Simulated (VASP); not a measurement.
The system is Zn3CdPt.

```
Zn Cd Pt
1.0
     4.35825    0.00000    0.00000
     0.00000    4.35825    0.00000
     0.00000    0.00000    4.35825
Zn Cd Pt
3 1 1
Direct
  0.50000 0.50000 0.00000
  0.00000 0.50000 0.50000
  0.50000 0.00000 0.50000
  0.00000 0.00000 0.00000
  0.50000 0.50000 0.50000
```

The cell was built from a structure type or drawn by symmetry, and may not be a known phase.

```yaml
Program: VASP 6.6.1
Task: relaxation of cell and atoms
Functional: PBE
Potentials_or_basis: VASP PAW PBE potentials, release 64 (Zn, Cd, Pt)
Cutoff: 600 eV
k_mesh: 4 × 4 × 4
Occupations: gaussian, width 0.1 eV
Spin: no spin polarisation
```

At the start: pressure 42.7 GPa; volume 16.56 Å³/atom.

**Question.** How do energy, volume and symmetry change on relaxing?

**Answer.** Over 3 steps the energy falls by 619.3 meV/atom and the volume is 23.04 Å³/atom (+39.2 %); space group Pm-3m (No. 221, to 0.1 Å) before and after.

The path:
```
step  energy change (eV)  largest force (eV/Å)  pressure (GPa)  volume (Å³)
   1              0.0000                0.0000           42.73        82.78
   2             -2.2117                0.0000           -6.97       147.76
   3             -3.0964                0.0000           -0.21       115.22
```

Final structure:
```yaml
crystal:
  lattice:
    - [4.86599, 0.00000, 0.00000]
    - [0.00000, 4.86599, 0.00000]
    - [0.00000, 0.00000, 4.86599]
  atoms:
    - { symbol: Zn, position: [0.50000, 0.50000, 0.00000] }
    - { symbol: Zn, position: [0.00000, 0.50000, 0.50000] }
    - { symbol: Zn, position: [0.50000, 0.00000, 0.50000] }
    - { symbol: Cd, position: [0.00000, 0.00000, 0.00000] }
    - { symbol: Pt, position: [0.50000, 0.50000, 0.50000] }
```

Caveat: the k points lie up to 0.32 Å⁻¹ apart in the final cell, too coarse for converged energies and pressures of a metal; the volume moved by over 15 % at a fixed basis, so the end points are rough.
